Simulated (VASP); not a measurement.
Runs of VASP 6.6.1 on GaP. The structure is cubic, space group F-43m (No. 216). Conventional cell: a = 5.451 Å, b = 5.451 Å, c = 5.451 Å, α = 90.00°, β = 90.00°, γ = 90.00°. Within 3.1 Å of Ga (site symmetry -43m) lie 4 P at 2.36 Å. Within 3.1 Å of P (site symmetry -43m) lie 4 Ga at 2.36 Å. 

```csv
level,potentials or basis,k mesh,grid for exact exchange (PRECFOCK),screening parameter,gap on the mesh (eV),pressure (GPa)
HSE06,"VASP PAW PBE potentials, release 64 (Ga_d, P)",4 × 4 × 4,Normal,0.2079 1/Å,2.31,1.0
r2SCAN,"VASP PAW PBE potentials, release 64 (Ga_d, P)",4 × 4 × 4,-,-,(b),0.4
PBE,"VASP PAW PBE potentials, release 64 (Ga_d, P)",4 × 4 × 4,-,-,1.63,2.9
LDA,"VASP PAW LDA potentials, release 64 (Ga_d, P)",4 × 4 × 4,-,-,(a),-2.3
PBE,"VASP PAW PBE potentials, release 64 (Ga_d, P)",6 × 6 × 6,-,-,1.65,2.5
```

Alike in all rows: task single point; no spin polarisation; cell as given; cutoff (eV) 520; smearing gaussian 0.01 eV.

Fill in the values left out.

(a) 1.46; (b) 1.88.

Caveats: some runs use coarse meshes; the PAW data sets were made with another functional, which shifts forces and pressure a little (some runs).

A k mesh can miss the band edges, and the runs leave out spin-orbit coupling on Ga.
